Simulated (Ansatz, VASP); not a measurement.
# One calculation of AlN, two programs

File INCAR:

```
PREC = Accurate
ENCUT = 520
EDIFF = 1E-6
ISMEAR = 0
SIGMA = 0.05
LREAL = F
LASPH = T
NELM = 60
ALGO = Normal
ISIF = 2
LWAVE = F
LCHARG = T
GGA = PE
LELF = T
LVHAR = T
NBANDS = 16
```

KPOINTS

```
regular mesh
0
Gamma
  9 9 6
```

Contents of POSCAR:

```
AlN
1.0
    3.3134793407      0.0000000000      0.0000000000
   -1.6567396703      2.8695572839      0.0000000000
    0.0000000000      0.0000000000      4.1875902417
Al N
2 2
Direct
    0.3393033764      0.6786067527      0.7652730210
    0.6726367097      0.3452734194      0.2652730210
    0.3218333015      0.6436666031      0.2205797385
    0.6551666349      0.3103332697      0.7205797385
```

Input for Ansatz:

```yaml
crystal:
  lattice:
    - [3.3134793407, 0.0, 0.0]
    - [-1.6567396703, 2.8695572839, 0.0]
    - [0.0, 0.0, 4.1875902417]
  atoms:
    - { symbol: Al, position: [0.3393033764, 0.6786067527, 0.765273021] }
    - { symbol: Al, position: [0.6726367097, 0.3452734194, 0.265273021] }
    - { symbol: "N", position: [0.3218333015, 0.6436666031, 0.2205797385] }
    - { symbol: "N", position: [0.6551666349, 0.3103332697, 0.7205797385] }
basis:
  ecutwfc: 520.0
kpoints:
  mp_grid: { grid: [9, 9, 6] }
hamiltonian:
  xc: pbe
  pseudopotentials: { kind: paw, azcp: { folder: soft_1 } }
scf:
  occupations: { method: gaussian, width: 0.05 }
output:
  forces: true
  stress: true
  eigenvalues: true
```

Change from the starting cell: mode 4 frozen in at -0.123 Å and mode 10 at -0.066 Å (largest displacements).

Alike in both runs: task single point; functional PBE; k mesh 9 × 9 × 6; occupations gaussian, width 0.05 eV; no spin polarisation.

```csv
,VASP,Ansatz
version,VASP 6.6.1,Ansatz 0.2.0
potentials or method,"VASP PAW PBE potentials, release 64 (Al, N), cutoff 520 eV","scalar-relativistic, plane waves, PAW"
valence electrons in the cell,16,16
```

|  | VASP | Ansatz | Ansatz less VASP |
| --- | --- | --- | --- |
| gap on the k mesh at the Fermi level (eV) | 3.39 | 3.38 | -0.009 |
| least direct gap on the mesh (eV) | 3.39 | 3.38 | -0.009 |
| pressure (GPa) | 4.3 | 4.5 | +0.17 |
| traceless stress, the component that is largest in VASP (GPa) | 8.60 | 8.46 | -0.142 |
| rms of the force components (eV/Å) | 0.880 | 0.878 | -0.0016 |

Atom by atom the forces differ by 0.002 eV/Å (rms over components).
